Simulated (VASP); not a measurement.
A run of VASP 6.6.1 is set up as follows.

INCAR

```
  ALGO = Normal
  EDIFF = 1E-6
  ENCUT = 520
  ISIF = 2
  ISMEAR = -1
  LASPH = T
  LCHARG = T
  LELF = T
  LREAL = F
  LVHAR = T
  LWAVE = F
  NBANDS = 15
  NELM = 80
  PREC = Accurate
  SIGMA = 0.1
```

The input KPOINTS:

```
k-points
0
Gamma
  10 10 6
```

POSCAR

```
Os
1.0
    2.7160154484      0.0000000000      0.0000000000
   -1.3580077242      2.3521383753      0.0000000000
    0.0000000000      0.0000000000      4.2911276370
Os
2
Direct
    0.3333333333      0.6666666667      0.2500000000
    0.6666666667      0.3333333333      0.7500000000
```

Potentials or basis: VASP PAW LDA potentials, release 64 (Os).

The run is started by

```sh
$ cat potpaw_LDA.64/Os/POTCAR > POTCAR
$ mpirun -np 1 vasp_std > vasp.out
```

Problem. Estimate the pressure.

Solution. 1.0 GPa.

Problem. Predict the band gap on the k mesh.

Solution. Zero (bands 8 and 9 overlap by 4.00 eV).

Stress tensor (GPa, compression positive):
```
 2.12  0.00  0.00
 0.00  2.12  0.00
 0.00  0.00 -1.13
```

Caveat: spin-orbit coupling is left out, which moves the levels of the heavy elements.
